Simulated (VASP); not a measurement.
# WC (P6_3/mmc) in VASP: a series of runs, part 2 of 2

VASP 6.6.1. Earlier steps stand in the parts before.

**3. Single point, PBE**

This run uses another cell than the first one, of 15.51 Å³/atom, 1.466 times its volume.

The input, INCAR:

```
  ALGO = Normal
  EDIFF = 1E-6
  ENCUT = 520
  GGA = PE
  ISIF = 2
  ISMEAR = 0
  LASPH = True
  LCHARG = True
  LELF = True
  LREAL = False
  LVHAR = True
  LWAVE = False
  NBANDS = 46
  NELM = 80
  PREC = Accurate
  SIGMA = 0.1
```

The input, KPOINTS:

```
k-points
0
Gamma
  6 6 2
```

The input, POSCAR:

```
WC
1.0
    3.3438990000      0.0000000000      0.0000000000
   -1.6719495000      2.8959014800      0.0000000000
    0.0000000000      0.0000000000     12.8147802400
W C
4 4
Direct
    0.6666666700      0.3333333300      0.8771510100
    0.3333333300      0.6666666700      0.1228489900
    0.3333333300      0.6666666700      0.3771510100
    0.6666666700      0.3333333300      0.6228489900
    0.0000000000      0.0000000000      0.0000000000
    0.0000000000      0.0000000000      0.5000000000
    0.6666666700      0.3333333300      0.2500000000
    0.3333333300      0.6666666700      0.7500000000
```

Potentials or basis: VASP PAW PBE potentials, release 64 (W_sv, C).

Command:

```bash
$ cat potpaw_PBE.64/W_sv/POTCAR potpaw_PBE.64/C/POTCAR > POTCAR
$ mpirun -np 1 vasp_std > vasp.out
```

OUTCAR:

```text
EDIFF = 1E-6
   ENCUT = 520
   GGA = PE
   ISIF = 2
   ISMEAR = 0
   LASPH = True
   LREAL = False
   NELM = 80
   PREC = Accurate

 ion  position               nearest neighbor table
   1  0.667  0.333  0.877-   5 2.49   5 2.49   5 2.49   8 2.53   8 2.53   8 2.53   4 3.26
   2  0.333  0.667  0.123-   5 2.49   5 2.49   5 2.49   7 2.53   7 2.53   7 2.53   3 3.26
   3  0.333  0.667  0.377-   6 2.49   6 2.49   6 2.49   7 2.53   7 2.53   7 2.53   2 3.26
   4  0.667  0.333  0.623-   6 2.49   6 2.49   6 2.49   8 2.53   8 2.53   8 2.53   1 3.26
   5  0.000  0.000  0.000-   1 2.49   2 2.49   2 2.49   1 2.49   1 2.49   2 2.49
   6  0.000  0.000  0.500-   3 2.49   4 2.49   3 2.49   4 2.49   4 2.49   3 2.49
   7  0.667  0.333  0.250-   2 2.53   3 2.53   2 2.53   3 2.53   2 2.53   3 2.53
   8  0.333  0.667  0.750-   1 2.53   4 2.53   1 2.53   4 2.53   1 2.53   4 2.53

  LATTYP: Found a hexagonal cell.
 ALAT       =     3.3438990000
 C/A-ratio  =     3.8322868723

  Lattice vectors:

 A1 = (   3.3438990000,   0.0000000000,   0.0000000000)
 A2 = (  -1.6719495000,   2.8959014800,   0.0000000000)
 A3 = (   0.0000000000,   0.0000000000,  12.8147802400)

Analysis of symmetry for initial positions (statically):
=====================================================================
 Subroutine PRICEL returns:
 Original cell was already a primitive cell.

 Routine SETGRP: Setting up the symmetry group for a
 hexagonal supercell.

 Subroutine GETGRP returns: Found 24 space group operations
 (whereof 12 operations were pure point group operations)
 out of a pool of 24 trial point group operations.

The static configuration has the point symmetry D_3d.
 The point group associated with its full space group is D_6h.

Analysis of symmetry for dynamics (positions and initial velocities):
=====================================================================
 Subroutine PRICEL returns:
 Original cell was already a primitive cell.

 Routine SETGRP: Setting up the symmetry group for a
 hexagonal supercell.
[... 132 lines left out ...]
   GGA     = PE    functional components
   LHFCALC =     F    Hartree Fock is set to
   AEXX    =    0.0000 exact exchange contribution
   IVDW    =     0    specifies the selected vdW correction
   LEPSILON=     F    determine dielectric tensor
   LRPA    =     F    only Hartree local field effects (RPA)
 non-spin polarized calculation
 Gauss-broadening in eV      SIGMA  =   0.10
  energy-cutoff  :      520.00
  volume of cell :      124.09
 maximum number of plane-waves:      3372
 NGX is ok and might be reduce to    28
   NGX = 13   NGY = 13   NGZ = 47

 number of electron      72.0000009 magnetization

 Free energy of the ion-electron system (eV)
  ---------------------------------------------------
  ext. energy  EPLUGINS =         0.00000000
  ---------------------------------------------------
  free energy    TOTEN  =       -76.55250487 eV

  energy without entropy =      -76.52978963  energy(sigma->0) =      -76.54114725

 E-fermi :   6.7013     XC(G=0): -11.6783

 val. band max:        6.6919747856   @ k =   0.1667   0.0000   0.5000
 cond. band min:       6.7596918670   @ k =   0.1667   0.0000   0.0000
 fundamental gap:      0.0677170814
 Fermi energy:         6.7012743457

 k-point     1 :       0.0000    0.0000    0.0000
  band No.  band energies     occupation
      1     -68.4891      2.00000
      2     -68.4880      2.00000
      3     -68.4866      2.00000
      4     -68.4854      2.00000
      5     -32.5676      2.00000
      6     -32.5278      2.00000
[... 675 lines left out ...]
     45       9.1496      0.00000
     46       9.1496      0.00000

------------------------ aborting loop because EDIFF is reached ----------------------------------------

  FORCE on cell =-STRESS in cart. coord.  units (eV):
  Direction    XX          YY          ZZ          XY          YZ          ZX
  --------------------------------------------------------------------------------------
  -------------------------------------------------------------------------------------
  Total      -43.6538677    -43.6538677    -52.9676174      0.0000000      0.0000000      0.0000000
  in kB     -563.6184659   -563.6184652   -683.8690093      0.0000000      0.0000000      0.0000000
  external PRESSURE =    -603.7019801 kB  Pullay stress =       0.0000000 kB

 VOLUME and BASIS-vectors are now :
 -----------------------------------------------------------------------------
  energy-cutoff  :      520.00
  volume of cell :      124.09
      direct lattice vectors                 reciprocal lattice vectors
     3.343899000  0.000000000  0.000000000     0.299052095  0.172657807  0.000000000
    -1.671949500  2.895901480  0.000000000     0.000000000  0.345315615  0.000000000
     0.000000000  0.000000000 12.814780240     0.000000000  0.000000000  0.078034893

 POSITION                                       TOTAL-FORCE (eV/Angst)
 -----------------------------------------------------------------------------------
      1.67195      0.96530     11.24050         0.000000      0.000000     -0.394774
     -0.00000      1.93060      1.57428        -0.000000      0.000000      0.394774
     -0.00000      1.93060      4.83311        -0.000000     -0.000000     -0.394774
      1.67195      0.96530      7.98167         0.000000      0.000000      0.394774
      0.00000      0.00000      0.00000        -0.000000      0.000000      0.000000
      0.00000      0.00000      6.40739        -0.000000      0.000000      0.000000
      1.67195      0.96530      3.20370         0.000000      0.000000      0.000000
     -0.00000      1.93060      9.61109        -0.000000      0.000000      0.000000
 -----------------------------------------------------------------------------------
    total drift:                                0.000006     -0.000003      0.000012

  FREE ENERGIE OF THE ION-ELECTRON SYSTEM (eV)
  ---------------------------------------------------
  free  energy   TOTEN  =       -76.5525048655 eV

  energy  without entropy=      -76.5297896285  energy(sigma->0) =      -76.54114725
```

It took 61 s on 1 thread of AMD EPYC 9R45 (Zen 5), shared host; peak memory 0.25 GiB.

Results:

- Free energy: -76.5525 eV
- Pressure: -60.4 GPa
- Largest force: 0.395 eV/Å
- Band gap on the k mesh: zero (band 36 reaches 7.05 eV, above the bottom of band 37 at 6.42 eV)

Forces on the atoms (eV/Å):
```
W    0.000  0.000 -0.395
W    0.000  0.000  0.395
W    0.000  0.000 -0.395
W    0.000  0.000  0.395
C    0.000  0.000  0.000
C    0.000  0.000  0.000
C    0.000  0.000  0.000
C    0.000  0.000  0.000
```

Caveat: the k points lie up to 0.36 Å⁻¹ apart; spin-orbit coupling is left out, which moves the levels of the heavy elements.

**4. Single point, PBE**

The input, INCAR:

```
SYSTEM = WC
ALGO     = Normal         ! electronic algorithm
EDIFF    = 1E-6           ! SCF threshold, eV
ENCUT    = 520            ! plane-wave cutoff, eV
GGA      = PE             ! functional
ISIF     = 2              ! what is computed and relaxed
ISMEAR   = 0              ! smearing method
LASPH    = .True.         ! aspherical terms in the spheres
LCHARG   = .True.         ! write CHGCAR
LELF     = .True.         ! ELF
LREAL    = .False.        ! projectors in reciprocal space
LVHAR    = .True.       
LWAVE    = .False.        ! write WAVECAR
NBANDS   = 46             ! bands
NELM     = 80             ! most SCF steps
PREC     = Accurate       ! precision mode
SIGMA    = 0.1            ! smearing width, eV
```

The input, KPOINTS:

```
k-points
0
Gamma
  12 12 4
  0 0 0
```

The input, POSCAR:

```
WC
1.0
    2.9754196809      0.0000000000      0.0000000000
   -1.4877098404      2.5767890306      0.0000000000
    0.0000000000      0.0000000000     11.0315750592
W C
4 4
Direct
    0.6666666667      0.3333333333      0.8778465779
    0.3333333333      0.6666666667      0.1221534221
    0.3333333333      0.6666666667      0.3778465779
    0.6666666667      0.3333333333      0.6221534221
    0.0000000000      0.0000000000      0.0000000000
    0.0000000000      0.0000000000      0.5000000000
    0.6666666667      0.3333333333      0.2500000000
    0.3333333333      0.6666666667      0.7500000000
```

Command:

```bash
$ cat potpaw_PBE.64/W_sv/POTCAR potpaw_PBE.64/C/POTCAR > POTCAR
$ mpirun -np 1 vasp_std > vasp.out
```

Run time: 2.2 min. Hardware: 1 thread of AMD EPYC 9R45 (Zen 5), shared host; peak memory 0.28 GiB.

Results (log left out):

```yaml
Free_energy: -87.2002 eV
Pressure: 0.9 GPa
Band_gap_on_the_k_mesh: zero (band 36 reaches 12.24 eV, above the bottom of band 37 at 10.92 eV)
```

Stress tensor (GPa, compression positive):
```
0.98 0.00 0.00
0.00 0.98 0.00
0.00 0.00 0.88
```

Levels at points of the mesh, in eV from the Fermi level:
```tsv
k point	band 34	band 35	band 36	band 37	band 38	band 39
(0.00, 0.00, 0.00)	-1.12	-1.12	-0.03	-0.01	-0.01	0.07
(0.50, 0.00, 0.00)	-1.59	-1.32	0.03	1.45	2.65	2.87
(0.00, 0.00, 0.50)	-0.81	-0.80	-0.80	-0.80	-0.80	0.67
(0.50, 0.00, 0.50)	-2.48	-0.78	-0.78	2.69	2.69	2.94
```

Caveat: spin-orbit coupling is left out, which moves the levels of the heavy elements.

**5. The runs side by side**

| cell | k mesh | gap on the mesh (eV) | pressure (GPa) | largest force (eV/Å) |
| --- | --- | --- | --- | --- |
| a = 2.973, b = 2.973, c = 11.059 Å, angles 90.0, 90.0, 120.0°, 8 atoms | 6 × 6 × 2 | none | 0.8 | 0.03 |
| a = 3.344, b = 3.344, c = 12.815 Å, angles 90.0, 90.0, 120.0°, 8 atoms | 6 × 6 × 2 | none | -60.4 | 0.39 |
| a = 2.975, b = 2.975, c = 11.032 Å, angles 90.0, 90.0, 120.0°, 8 atoms | 12 × 12 × 4 | none | 0.9 | - |

Alike in all rows: task single point; level PBE; potentials or basis VASP PAW PBE potentials, release 64 (W_sv, C); no spin polarisation; cutoff (eV) 520; smearing gaussian 0.1 eV.

Caveats: some runs use coarse meshes; spin-orbit coupling is left out, which moves the levels of the heavy elements.

Total energies depend on the potentials used, so only differences within one code and one set of settings carry meaning.
